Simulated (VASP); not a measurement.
## Ca8F15 (a cell with a defect): single point with PBE

The system is Ca8F15 (a cell with a defect).

```
Ca F
1.0
     0.00000    5.46321    5.46321
     5.46321    0.00000    5.46321
     5.46321    5.46321    0.00000
Ca F
8 15
Direct
  0.99243 0.01045 0.99787
  0.00697 0.99098 0.50034
  0.00088 0.50022 0.99801
  0.00088 0.50022 0.49951
  0.50093 0.99912 0.02337
  0.50093 0.99911 0.47519
  0.51130 0.48929 0.99902
  0.49182 0.50173 0.50254
  0.13409 0.11433 0.11873
  0.38164 0.37074 0.37526
  0.13405 0.11437 0.63149
  0.38167 0.37070 0.87100
  0.14156 0.64229 0.10738
  0.37088 0.86647 0.38062
  0.12351 0.62186 0.62662
  0.51587 0.04039 0.72130
  0.63202 0.12869 0.11895
  0.86237 0.36275 0.38675
  0.87892 0.37723 0.87122
  0.61482 0.63394 0.11615
  0.87000 0.88216 0.37844
  0.61486 0.63389 0.63374
  0.86996 0.88220 0.86804
```

- Program: VASP 6.6.1
- Task: single point
- Functional: PBE
- Potentials or basis: VASP PAW PBE potentials, release 64 (Ca_sv, F)
- Cutoff: 520 eV
- k mesh: 2 × 2 × 2
- Occupations: gaussian, width 0.02 eV
- Spin: collinear spin
- Starting moments: [0.0, 0.0, 0.0, 0.0, 0.0, 0.0, 0.0, 0.0, 0.08, 0.08, 0.08, 0.08, 0.0, 0.0, 0.08, 0.08, 0.08, 0.08, 0.05, 0.08, 0.08, 0.08, 0.08] μB

- Largest force: 0.338 eV/Å
- Net moment: 1.00 μB per cell
- Site moments: Ca -0.00; F +0.07, +0.09, +0.04, +0.02, +0.11, +0.01 (each value once) μB
- Valence electrons inside the program's atomic spheres: Ca 8.09, 8.08, 8.05, 8.15, 8.10, 8.07 (each value once); F 6.09, 6.08, 6.13, 6.11, 6.07 (each value once)

Forces in eV/Å, atoms in the order of the input:
```
Ca  -0.002  0.003 -0.026
Ca   0.027 -0.027 -0.027
Ca   0.019  0.014 -0.013
Ca  -0.014 -0.019 -0.013
Ca   0.008  0.006 -0.022
Ca   0.003  0.001 -0.021
Ca   0.008 -0.007 -0.016
Ca  -0.027  0.027 -0.027
F   -0.016 -0.005 -0.013
F    0.003 -0.028 -0.019
F    0.002  0.017 -0.012
F    0.029 -0.005 -0.018
F   -0.002  0.001 -0.001
F    0.003  0.000 -0.040
F    0.003 -0.002 -0.013
F   -0.027  0.006  0.337
F    0.006 -0.004 -0.008
F   -0.002  0.002  0.020
F    0.003 -0.002 -0.011
F   -0.002 -0.008 -0.016
F   -0.030 -0.002 -0.015
F    0.009 -0.001 -0.015
F   -0.001  0.031 -0.014
```

Levels at points of the mesh, in eV from the Fermi level:
Spin up:
```csv
k point,band 88,band 89,band 90,band 91,band 92,band 93,band 94,band 95,band 96,band 97
"(0.00, 0.00, 0.00)",-0.24,-0.21,-0.11,-0.11,-0.11,7.04,8.40,8.46,8.47,8.77
"(0.50, 0.00, 0.00)",-0.33,-0.31,-0.30,-0.28,-0.22,7.91,8.43,8.54,8.57,8.74
"(0.00, 0.50, 0.00)",-0.34,-0.32,-0.30,-0.29,-0.22,7.91,8.43,8.54,8.58,8.73
"(0.00, 0.00, 0.50)",-0.35,-0.32,-0.31,-0.24,-0.22,7.87,8.32,8.54,8.63,8.77
"(0.50, 0.50, 0.50)",-0.35,-0.32,-0.31,-0.24,-0.22,7.87,8.32,8.54,8.63,8.77
"(0.50, 0.50, 0.00)",-0.17,-0.16,-0.14,-0.13,-0.13,8.00,8.46,8.56,8.64,8.71
"(0.00, 0.50, 0.50)",-0.21,-0.19,-0.17,-0.13,-0.13,7.99,8.53,8.57,8.65,8.75
"(0.50, 0.00, 0.50)",-0.21,-0.19,-0.17,-0.13,-0.13,7.99,8.53,8.57,8.65,8.75
```
Spin down:
| k point | band 87 | band 88 | band 89 | band 90 | band 91 | band 92 | band 93 | band 94 | band 95 | band 96 |
| --- | --- | --- | --- | --- | --- | --- | --- | --- | --- | --- |
| (0.00, 0.00, 0.00) | -0.14 | -0.13 | -0.07 | -0.03 | 0.01 | 0.08 | 7.05 | 8.42 | 8.48 | 8.48 |
| (0.50, 0.00, 0.00) | -0.25 | -0.23 | -0.21 | -0.17 | -0.14 | -0.08 | 7.93 | 8.45 | 8.55 | 8.59 |
| (0.00, 0.50, 0.00) | -0.25 | -0.24 | -0.22 | -0.18 | -0.14 | -0.07 | 7.93 | 8.44 | 8.55 | 8.59 |
| (0.00, 0.00, 0.50) | -0.26 | -0.25 | -0.20 | -0.15 | -0.12 | -0.11 | 7.89 | 8.34 | 8.55 | 8.64 |
| (0.50, 0.50, 0.50) | -0.26 | -0.25 | -0.20 | -0.15 | -0.12 | -0.11 | 7.89 | 8.34 | 8.55 | 8.64 |
| (0.50, 0.50, 0.00) | -0.11 | -0.07 | -0.06 | 0.00 | 0.01 | 0.04 | 8.01 | 8.47 | 8.57 | 8.66 |
| (0.00, 0.50, 0.50) | -0.10 | -0.09 | -0.04 | -0.01 | 0.01 | 0.02 | 8.00 | 8.54 | 8.58 | 8.66 |
| (0.50, 0.00, 0.50) | -0.10 | -0.09 | -0.04 | -0.01 | 0.01 | 0.02 | 8.00 | 8.54 | 8.58 | 8.66 |

Wall time 11 min on 4 MPI ranks on Intel(R) Xeon(R) Platinum 8124M CPU @ 3.00GHz (Skylake/Cascade Lake) (shared host), peak memory 0.54 GiB a rank.

Caveat: the k points lie up to 0.50 Å⁻¹ apart; the cell carries a net charge on a neutralising background, which shifts energy and pressure; the cell is charged against a uniform background, so pressure and absolute levels hang on convention.
